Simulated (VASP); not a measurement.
The system is Ta.

```
Ta
1.0
     2.90037    0.00000    0.00000
    -1.45019    2.51180    0.00000
     0.00000    0.00000    5.16627
Ta
2
Cartesian
  1.4502 0.8373 3.8747
  0.0000 1.6745 1.2916
```

This isn't the form of Ta at room conditions, which is bcc.

Base run:

- Program: VASP 6.6.1
- Functional: r2SCAN
- Potentials or basis: VASP PAW PBE potentials, release 64 (Ta_pv)
- Cutoff: 520 eV
- k mesh: 13 × 13 × 7
- Occupations: fermi-dirac, width 0.05 eV
- Spin: no spin polarisation

Its results: band gap on the k mesh zero (bands 11 and 12 overlap by 1.68 eV); pressure -2.7 GPa.

The run is repeated on the same cell with these changes: occupations from fermi-dirac, width 0.05 eV to fermi-dirac, width 0.2 eV. What comes out?

Band gap on the k mesh zero (bands 11 and 12 overlap by 1.68 eV); pressure -1.9 GPa.

Caveats: the PAW data sets were made with another functional, which shifts forces and pressure a little; spin-orbit coupling is left out, which moves the levels of the heavy elements.
